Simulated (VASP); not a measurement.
# MgO (rock salt type) (Fm-3m) in VASP: a series of runs

Runs on MgO (rock salt type). Level: HSE06. Tasks: single point.

Everything below comes from runs of VASP 6.6.1. Logs are shortened: lines on timing, memory, paths and dates and some standing lists are left out, and cuts for length are marked.

## Step 1: The cell of the first run

The structure is cubic, space group Fm-3m (No. 225). The conventional cell has a = 4.178 Å, b = 4.178 Å, c = 4.178 Å, α = 90.00°, β = 90.00°, γ = 90.00°. Within 2.8 Å of Mg (site symmetry m-3m) lie 6 O at 2.09 Å. Within 2.8 Å of O (site symmetry m-3m) lie 6 Mg at 2.09 Å.

## Step 2: Single point, HSE06

File POSCAR:

```
MgO
1.0
    0.0000000000      2.0889760915      2.0889760915
    2.0889760915      0.0000000000      2.0889760915
    2.0889760915      2.0889760915      0.0000000000
Mg O
1 1
Direct
    0.0000000000      0.0000000000      0.0000000000
    0.5000000000      0.5000000000      0.5000000000
```

File INCAR.step1:

```
SYSTEM = MgO
PREC = Accurate ; ENCUT = 520
EDIFF = 1E-5 ; ISMEAR = -1
SIGMA = 0.05 ; LREAL = .False.
LASPH = .True. ; NELM = 80
ALGO = Normal ; ISIF = 2
LWAVE = .True. ; LCHARG = .False.
NBANDS = 11 ; GGA = PE
```

File INCAR.step2:

```
SYSTEM = MgO
PREC = Accurate ; ENCUT = 520
EDIFF = 1E-6 ; ISMEAR = -1
SIGMA = 0.05 ; LREAL = .False.
LASPH = .True. ; NELM = 80
ALGO = Normal ; ISIF = 2
LWAVE = .False. ; LCHARG = .False.
GGA = PE ; LHFCALC = .True.
HFSCREEN = 0.2079 ; PRECFOCK = Normal
NBANDS = 11 ; ISTART = 1
```

File KPOINTS:

```
Automatic mesh
0
Gamma
  4 4 4
  0 0 0
```

Potentials or basis: VASP PAW PBE potentials, release 64 (Mg, O).

Run with:

```
cat potpaw_PBE.64/Mg/POTCAR potpaw_PBE.64/O/POTCAR > POTCAR
cp INCAR.step1 INCAR
mpirun -np 1 vasp_std > vasp.out
cp INCAR.step2 INCAR
mpirun -np 1 vasp_std > vasp.out
```

OUTCAR:

```text
SYSTEM = MgO
   PREC = Accurate
   ENCUT = 520
   EDIFF = 1E-6
   ISMEAR = -1
   LREAL = .False.
   LASPH = .True.
   NELM = 80
   ISIF = 2
   GGA = PE
   LHFCALC = .True.
   HFSCREEN = 0.2079
   PRECFOCK = Normal
   ISTART = 1

 ion  position               nearest neighbor table
   1  0.000  0.000  0.000-   2 2.09   2 2.09   2 2.09   2 2.09   2 2.09   2 2.09
   2  0.500  0.500  0.500-   1 2.09   1 2.09   1 2.09   1 2.09   1 2.09   1 2.09

  LATTYP: Found a face centered cubic cell.
 ALAT       =     4.1779521830

  Lattice vectors:

 A1 = (   0.0000000000,   2.0889760915,   2.0889760915)
 A2 = (   2.0889760915,   0.0000000000,   2.0889760915)
 A3 = (   2.0889760915,   2.0889760915,   0.0000000000)

Analysis of symmetry for initial positions (statically):
=====================================================================
 Subroutine PRICEL returns:
 Original cell was already a primitive cell.

 Routine SETGRP: Setting up the symmetry group for a
 face centered cubic supercell.

 Subroutine GETGRP returns: Found 48 space group operations
 (whereof 48 operations were pure point group operations)
 out of a pool of 48 trial point group operations.

The static configuration has the point symmetry O_h .

Analysis of symmetry for dynamics (positions and initial velocities):
=====================================================================
 Subroutine PRICEL returns:
 Original cell was already a primitive cell.

 Routine SETGRP: Setting up the symmetry group for a
 face centered cubic supercell.

 Subroutine GETGRP returns: Found 48 space group operations
 (whereof 48 operations were pure point group operations)
 out of a pool of 48 trial point group operations.

The dynamic configuration has the point symmetry O_h .

 Subroutine INISYM returns: Found 48 space group operations
 (whereof 48 operations are pure point group operations),
 and found     1 'primitive' translations

----------------------------------------------------------------------------------------

                                     Primitive cell

  volume of cell :      18.2318

  direct lattice vectors                    reciprocal lattice vectors
     0.000000000  2.088976092  2.088976092    -0.239351710  0.239351710  0.239351710
     2.088976092  0.000000000  2.088976092     0.239351710 -0.239351710  0.239351710
     2.088976092  2.088976092  0.000000000     0.239351710  0.239351710 -0.239351710

  length of vectors
     2.954258320  2.954258320  2.954258320     0.414569323  0.414569323  0.414569323

  position of ions in fractional coordinates (direct lattice)
     0.000000000  0.000000000  0.000000000
     0.500000000  0.500000000  0.500000000

  ion indices of the primitive-cell ions
   primitive index   ion index
                 1           1
                 2           2

----------------------------------------------------------------------------------------

 KPOINTS: Automatic mesh

Automatic generation of k-mesh.
 Grid dimensions read from file:
 generate k-points for:    4    4    4

 Generating k-lattice:

  Cartesian coordinates                     Fractional coordinates (reciprocal lattice)
    -0.059837928  0.059837928  0.059837928     0.250000000  0.000000000  0.000000000
     0.059837928 -0.059837928  0.059837928     0.000000000  0.250000000  0.000000000
     0.059837928  0.059837928 -0.059837928     0.000000000  0.000000000  0.250000000

  Length of vectors
     0.103642331  0.103642331  0.103642331

  Shift w.r.t. Gamma in fractional coordinates (k-lattice)
     0.000000000  0.000000000  0.000000000

 Subroutine IBZKPT returns following result:
 ===========================================

 Found      8 irreducible k-points:

 Following reciprocal coordinates:
            Coordinates               Weight
  0.000000  0.000000  0.000000      1.000000
  0.250000  0.000000  0.000000      8.000000
  0.500000  0.000000  0.000000      4.000000
  0.250000  0.250000  0.000000      6.000000
  0.500000  0.250000  0.000000     24.000000
 -0.250000  0.250000  0.000000     12.000000
  0.500000  0.500000  0.000000      3.000000
 -0.250000  0.500000  0.250000      6.000000
   k-points           NKPTS =      8   k-points in BZ     NKDIM =     64   number of bands    NBANDS=     11
   number of dos      NEDOS =    301   number of ions     NIONS =      2
   total plane-waves  NPLWV =  13824
   dimension x,y,z NGX =    24 NGY =   24 NGZ =   24
   dimension x,y,z NGXF=    48 NGYF=   48 NGZF=   48
   ions per type =               1   1
   NGX,Y,Z   is equivalent  to a cutoff of  13.51, 13.51, 13.51 a.u.
   NGXF,Y,Z  is equivalent  to a cutoff of  27.01, 27.01, 27.01 a.u.
 SYSTEM =  MgO
   PREC   = accura    normal or accurate (medium, high low for compatibility)
   ISTART =      1    job   : 0-new  1-cont  2-samecut
   ICHARG =      0    charge: 1-file 2-atom 10-const
   ISPIN  =      1    spin polarized calculation?
   LNONCOLLINEAR =      F non collinear calculations
   LSORBIT =      F    spin-orbit coupling
   LASPH  =      T    aspherical Exc in radial PAW
   ENCUT  =  520.0 eV  38.22 Ry    6.18 a.u.   5.49  5.49  5.49*2*pi/ulx,y,z
   NELM   =     80;   NELMIN=  2; NELMDL=  0     # of ELM steps
   EDIFF  = 0.1E-05   stopping-criterion for ELM
   LREAL  =      F    real-space projection
   EDIFFG = 0.1E-04   stopping-criterion for IOM
   NSW    =      0    number of steps for IOM
   IBRION =     -1    ionic relax: 0-MD 1-quasi-New 2-CG
   NFREE  =      0    steps in history (QN), initial steepest desc. (CG)
   ISIF   =      2    stress and relaxation
   ISYM   =      3    0-nonsym 1-usesym 2-fastsym
   POTIM  = 0.5000    time-step for ionic-motion
   TEBEG  =    0.0;   TEEND  =   0.0 temperature during run
   PSTRESS=    0.0 pullay stress
   NELECT =       8.0000    total number of electrons
   NUPDOWN=      -1.0000    fix difference up-down
   EMIN   =  10.00;   EMAX   =-10.00  energy-range for DOS
   EFERMI =   0.00;   METHOD = LEGACY
   ISMEAR =    -1;   SIGMA  =   0.05  broadening in eV -4-tet -1-fermi 0-gaus
   EFERMI_NEDOS =   21; number of points for ismear=-14 and -15
   IALGO  =     38    algorithm
   IMIX   =      1    mixing-type and parameters
     AMIX     =   0.40;   BMIX     =  1.00
     AMIX_MAG =   1.60;   BMIX_MAG =  1.00
  volume/ion in A,a.u.               =       9.12        61.52
  Fermi-wavevector in a.u.,A,eV,Ry     =   1.244022  2.350861 21.056247  1.547590
  Thomas-Fermi vector in A             =   2.378307
   LORBIT       =      0    0 simple, 1 ext, 2 COOP (PROOUT), +10 PAW based schemes
   GGA     = PE    functional components
   LHFCALC =     T    Hartree Fock is set to
   PRECFOCK=normal    Normal, Fast or Accurate (Low or Medium for compatibility)
   ENCUT4O =  -1.0   cutoff for four orbital integrals eV
   NKREDX  =     1    reduce k-point grid by
   NKREDY  =     1    reduce k-point grid by
   NKREDZ  =     1    reduce k-point grid by
   AEXX    =    0.2500 exact exchange contribution
   HFSCREEN=    0.2079 screening length (either q_TF or 0.3 A-1)
   HFSCREENC=   0.2079 screening length for correlation (either q_TF or 0.3 A-1)
   ENCUTFOCK=  -1.0 apply spherical cutoff to Coloumb kernel
   IVDW    =     0    specifies the selected vdW correction
   LEPSILON=     F    determine dielectric tensor
   LRPA    =     F    only Hartree local field effects (RPA)
 non-spin polarized calculation
  energy-cutoff  :      520.00
  volume of cell :       18.23
 maximum number of plane-waves:       531
 NGX is ok and might be reduce to    24
  NGX = 18; NGY = 18; NGZ = 18

 number of electron       8.0000002 magnetization

 Free energy of the ion-electron system (eV)
  ---------------------------------------------------
  ext. energy  EPLUGINS =         0.00000000
  ---------------------------------------------------
  free energy    TOTEN  =       -14.19869210 eV

  energy without entropy =      -14.19869210  energy(sigma->0) =      -14.19869210

 E-fermi :   3.1760     XC(G=0):  -9.1859

 val. band max:        2.1209796933   @ k =   0.0000   0.0000   0.0000
 cond. band min:       8.8365875232   @ k =   0.0000   0.0000   0.0000
 fundamental gap:      6.7156078299
 Fermi energy:         3.1760004366

 k-point     1 :       0.0000    0.0000    0.0000
  band No.  band energies     occupation
      1     -16.8255      2.00000
      2       2.1210      2.00000
      3       2.1210      2.00000
      4       2.1210      2.00000
      5       8.8366      0.00000
      6      20.0236      0.00000
      7      20.0236      0.00000
      8      20.0236      0.00000
      9      24.0206      0.00000
     10      25.9782      0.00000
     11      25.9782      0.00000

 k-point     2 :       0.2500    0.0000    0.0000
  band No.  band energies     occupation
      1     -16.1799      2.00000
      2      -0.7283      2.00000
      3       1.7364      2.00000
      4       1.7364      2.00000
      5      11.2672      0.00000
      6      16.8462      0.00000
      7      21.0000      0.00000
      8      21.0000      0.00000
      9      24.6713      0.00000
     10      24.6713      0.00000
     11      26.7426      0.00000

 k-point     3 :       0.5000    0.0000    0.0000
  band No.  band energies     occupation
      1     -15.4124      2.00000
      2      -2.9194      2.00000
      3       1.3818      2.00000
      4       1.3818      2.00000
      5      11.9650      0.00000
      6      17.2877      0.00000
      7      20.7055      0.00000
      8      20.7055      0.00000
      9      25.5450      0.00000
     10      27.2606      0.00000
     11      27.2606      0.00000
[... 43 lines left out ...]
 k-point     7 :       0.5000    0.5000    0.0000
  band No.  band energies     occupation
      1     -15.1281      2.00000
      2      -2.3658      2.00000
      3       0.6179      2.00000
      4       0.6179      2.00000
      5      13.0130      0.00000
      6      14.2524      0.00000
      7      17.7654      0.00000
      8      23.8882      0.00000
      9      23.8882      0.00000
     10      30.3432      0.00000
     11      31.5681      0.00000

 k-point     8 :      -0.2500    0.5000    0.2500
  band No.  band energies     occupation
      1     -15.0700      2.00000
      2      -1.1232      2.00000
      3      -1.1232      2.00000
      4       0.1815      2.00000
      5      15.9614      0.00000
      6      15.9614      0.00000
      7      16.6328      0.00000
      8      20.0824      0.00000
      9      26.7061      0.00000
     10      26.7061      0.00000
     11      31.2355      0.00000

------------------------ aborting loop because EDIFF is reached ----------------------------------------

  FORCE on cell =-STRESS in cart. coord.  units (eV):
  Direction    XX          YY          ZZ          XY          YZ          ZX
  --------------------------------------------------------------------------------------
  -------------------------------------------------------------------------------------
  Total        0.3013537      0.3013537      0.3013537     -0.0000000      0.0000000      0.0000000
  in kB       26.4823631     26.4823631     26.4823631     -0.0000000      0.0000000      0.0000000
  external PRESSURE =      26.4823631 kB  Pullay stress =       0.0000000 kB

 VOLUME and BASIS-vectors are now :
 -----------------------------------------------------------------------------
  energy-cutoff  :      520.00
  volume of cell :       18.23
      direct lattice vectors                 reciprocal lattice vectors
     0.000000000  2.088976092  2.088976092    -0.239351710  0.239351710  0.239351710
     2.088976092  0.000000000  2.088976092     0.239351710 -0.239351710  0.239351710
     2.088976092  2.088976092  0.000000000     0.239351710  0.239351710 -0.239351710

 POSITION                                       TOTAL-FORCE (eV/Angst)
 -----------------------------------------------------------------------------------
      0.00000      0.00000      0.00000         0.000000      0.000000      0.000000
      2.08898      2.08898      2.08898        -0.000000     -0.000000     -0.000000
 -----------------------------------------------------------------------------------
    total drift:                                0.000086      0.000118      0.000118

  FREE ENERGIE OF THE ION-ELECTRON SYSTEM (eV)
  ---------------------------------------------------
  free  energy   TOTEN  =       -14.1986920982 eV

  energy  without entropy=      -14.1986920981  energy(sigma->0) =      -14.19869210
```

It took 56 s on 1 thread of AMD EPYC 7R13 (Zen 3), shared host; peak memory 0.21 GiB.

Results:

| Quantity | Value |
| --- | --- |
| Free energy | -14.1987 eV |
| Pressure | 2.6 GPa |
| Band gap on the k mesh | 6.72 eV |

Levels at points of the mesh, in eV from the valence-band top:
```
           k point  band 2  band 3  band 4  band 5  band 6  band 7
(0.00, 0.00, 0.00)    0.00    0.00    0.00    6.72   17.90   17.90
(0.50, 0.00, 0.00)   -5.04   -0.74   -0.74    9.84   15.17   18.58
(0.50, 0.50, 0.00)   -4.49   -1.50   -1.50   10.89   12.13   15.64
```

Caveat: the k points lie up to 0.65 Å⁻¹ apart; the PAW data sets were made with another functional, which shifts forces and pressure a little.

## Step 3: Single point, HSE06

POSCAR is that of step 2.

File INCAR.step1:

```
  PREC = Accurate
  ENCUT = 520
  EDIFF = 1E-5
  ISMEAR = -1
  SIGMA = 0.05
  LREAL = F
  LASPH = T
  NELM = 80
  ALGO = Normal
  ISIF = 2
  LWAVE = T
  LCHARG = F
  NBANDS = 11
  GGA = PE
```

File INCAR.step2:

```
  PREC = Accurate
  ENCUT = 520
  EDIFF = 1E-7
  ISMEAR = -1
  SIGMA = 0.05
  LREAL = F
  LASPH = T
  NELM = 80
  ALGO = Normal
  ISIF = 2
  LWAVE = F
  LCHARG = F
  GGA = PE
  LHFCALC = T
  HFSCREEN = 0.2079
  PRECFOCK = Normal
  NBANDS = 11
  ISTART = 1
```

File KPOINTS:

```
Automatic mesh
0
Gamma
  4 4 4
```

Potentials or basis: VASP PAW PBE potentials, release 64 (Mg, O).

Run with:

```
cat potpaw_PBE.64/Mg/POTCAR potpaw_PBE.64/O/POTCAR > POTCAR
cp INCAR.step1 INCAR
mpirun -np 1 vasp_std > vasp.out
cp INCAR.step2 INCAR
mpirun -np 1 vasp_std > vasp.out
```

It took 67 s on 1 thread of AMD EPYC 7R13 (Zen 3), shared host; peak memory 0.21 GiB.

The run converged. Its results:

* Free energy: -14.1987 eV
* Pressure: 2.7 GPa
* Band gap on the k mesh: 6.72 eV

Levels at points of the mesh, in eV from the valence-band top:
| k point | band 2 | band 3 | band 4 | band 5 | band 6 | band 7 |
| --- | --- | --- | --- | --- | --- | --- |
| (0.00, 0.00, 0.00) | 0.00 | 0.00 | 0.00 | 6.72 | 17.90 | 17.90 |
| (0.50, 0.00, 0.00) | -5.04 | -0.74 | -0.74 | 9.84 | 15.17 | 18.58 |
| (0.50, 0.50, 0.00) | -4.49 | -1.50 | -1.50 | 10.89 | 12.13 | 15.64 |

Caveat: the k points lie up to 0.65 Å⁻¹ apart; the PAW data sets were made with another functional, which shifts forces and pressure a little.

(Continued in part 2 of 3.)
